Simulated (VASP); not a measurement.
Write the native input for VASP 6.6.1 that does the following.

| Quantity | Value |
| --- | --- |
| Task | single point |
| Functional | PBE |
| Potentials or basis | VASP PAW PBE potentials, release 64 (Te) |
| Cutoff | 520 eV |
| k mesh | 15 × 15 × 12 |
| Occupations | fermi-dirac, width 0.1 eV |
| Spin | no spin polarisation |
| Dipole correction | no |
| Further INCAR settings | ALGO = Normal; EDIFF = 1e-06; NBANDS = 13 |

The structure of Te lies in POSCAR:

```
Te
1.0
    3.8886946934      0.0000000000      0.0000000000
   -1.9443473467      3.3677083921      0.0000000000
    0.0000000000      0.0000000000      4.2293292583
Te
2
Direct
    0.3333333333      0.6666666667      0.2500000000
    0.6666666667      0.3333333333      0.7500000000
```

This isn't the form of Te at room conditions, which is trigonal, of chains.

These files were run (other wordings do the same):

INCAR

```
SYSTEM = Te
PREC = Accurate ; ENCUT = 520
EDIFF = 1E-6 ; ISMEAR = -1
SIGMA = 0.1 ; LREAL = .False.
LASPH = .True. ; NELM = 60
ALGO = Normal ; ISIF = 2
LWAVE = .False. ; LCHARG = .True.
GGA = PE ; LELF = .True.
LVHAR = .True. ; NBANDS = 13
```

KPOINTS

```
regular mesh
0
Gamma
  15 15 12
  0 0 0
```

Potentials or basis: VASP PAW PBE potentials, release 64 (Te).

Run with:

```bash
$ cat potpaw_PBE.64/Te/POTCAR > POTCAR
$ mpirun -np 1 vasp_std > vasp.out
```

Results of the run:

- Pressure: 8.3 GPa
- Band gap on the k mesh: zero (bands 6 and 7 overlap by 2.45 eV)

Caveat: the cell stands under pressure; spin-orbit coupling is left out, which moves the levels of the heavy elements.

Wall time 34 s on 1 thread of Intel(R) Xeon(R) 6975P-C (Granite Rapids), with other jobs on the host, peak memory 0.25 GiB.
